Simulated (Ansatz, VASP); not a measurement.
# Ga in VASP and in Ansatz

File INCAR:

```
SYSTEM = Ga
PREC = Accurate
ENCUT = 520
EDIFF = 1E-6
ISMEAR = -1
SIGMA = 0.1
LREAL = .False.
LASPH = .True.
NELM = 100
ALGO = Normal
ISIF = 2
LWAVE = .False.
LCHARG = .False.
GGA = PS
NBANDS = 12
```

KPOINTS

```
Automatic mesh
0
Gamma
  17 17 17
  0 0 0
```

Contents of POSCAR:

```
Ga
1.0
   -1.4180400000      1.4180400000      2.2290000000
    1.4180400000     -1.4180400000      2.2290000000
    1.4180400000      1.4180400000     -2.2290000000
Ga
1
Direct
    0.0000000000      0.0000000000      0.0000000000
```

Input for Ansatz:

```yaml
crystal:
  lattice:
    - [-1.41804, 1.41804, 2.229]
    - [1.41804, -1.41804, 2.229]
    - [1.41804, 1.41804, -2.229]
  atoms:
    - { symbol: Ga, position: [0.0, 0.0, 0.0] }
basis:
  ecutwfc: 476.19925930478996
kpoints:
  mp_grid:
    grid: [17, 17, 17]
hamiltonian:
  xc: pbesol
  pseudopotentials:
    kind: paw
scf:
  convergence:
    dr2_threshold: 1.0e-09
  occupations:
    method: fermi_dirac
    width: 0.1
output:
  stress: true
```

Alike in both runs: task single point; functional PBEsol; k mesh 17 × 17 × 17; occupations fermi-dirac, width 0.1 eV; no spin polarisation.

|  | VASP | Ansatz |
| --- | --- | --- |
| version | VASP 6.6.1 | Ansatz 0.2.0 |
| potentials or method | VASP PAW PBE potentials, release 64 (Ga_d), cutoff 520 eV | plane waves, PAW |
| valence electrons in the cell | 13 | 13 |

Ansatz gave:

| Quantity | Value |
| --- | --- |
| pressure (GPa) | -0.7 |
| traceless stress, the component that is largest in VASP (GPa) | 0.45 |

**Question.** What did VASP give for the same quantities?

**Answer.** Pressure (GPa): -0.6; traceless stress, the component that is largest in VASP (GPa): 0.45.

VASP's potentials were made for PBE, not for PBEsol. Ansatz's warnings: stress scf threshold loose.
